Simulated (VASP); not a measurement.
Crystal: Ta3AsAu2O13.

```xyz
19
Lattice="5.4520 0.0000 0.0000 -2.7260 4.7216 0.0000 0.0000 0.0000 9.5790" Properties=species:S:1:pos:R:3 pbc="T T T"
Ta    0.0000    0.0000    1.8591
Ta    0.0000    0.0000    7.7199
Ta    2.7260    1.5739    0.0000
As    0.0000    0.0000    4.7895
Au    0.0000    3.1478    2.6273
Au    0.0000    3.1478    6.9517
O     0.0000    0.0000    0.0000
O    -1.3422    4.5861    3.4870
O    -0.5745    1.2662    3.4870
O     1.9167    3.5909    3.4870
O    -1.3422    4.5861    6.0921
O    -0.5745    1.2662    6.0921
O     1.9167    3.5909    6.0921
O     1.1852    1.5782    8.2230
O     3.4927    0.2373    8.2230
O     3.5002    2.9061    8.2230
O     1.1852    1.5782    1.3560
O     3.4927    0.2373    1.3560
O     3.5002    2.9061    1.3560
```

Base run:

* Program: VASP 6.6.1
* Functional: revPBE
* Potentials or basis: VASP PAW PBE potentials, release 64 (Ta_pv, As, Au, O)
* Cutoff: 520 eV
* k mesh: 4 × 4 × 2
* Occupations: fermi-dirac, width 0.05 eV
* Spin: no spin polarisation

Its results: band gap on the k mesh zero (bands 69 and 70 overlap by 0.06 eV); pressure 3.3 GPa; largest force 0.315 eV/Å.

Problem. The run is repeated on the same cell with these changes: functional from revPBE to PBE. What comes out?

Solution. Band gap on the k mesh zero (bands 69 and 70 overlap by 0.06 eV); pressure 0.4 GPa; largest force 0.299 eV/Å.

PBE binds more tightly than revPBE, so the same cell stands under less pressure.

Caveats: spin-orbit coupling is left out, which moves the levels of the heavy elements; the cell stands under pressure (at least some runs); the PAW data sets were made with another functional, which shifts forces and pressure a little (at least some runs).
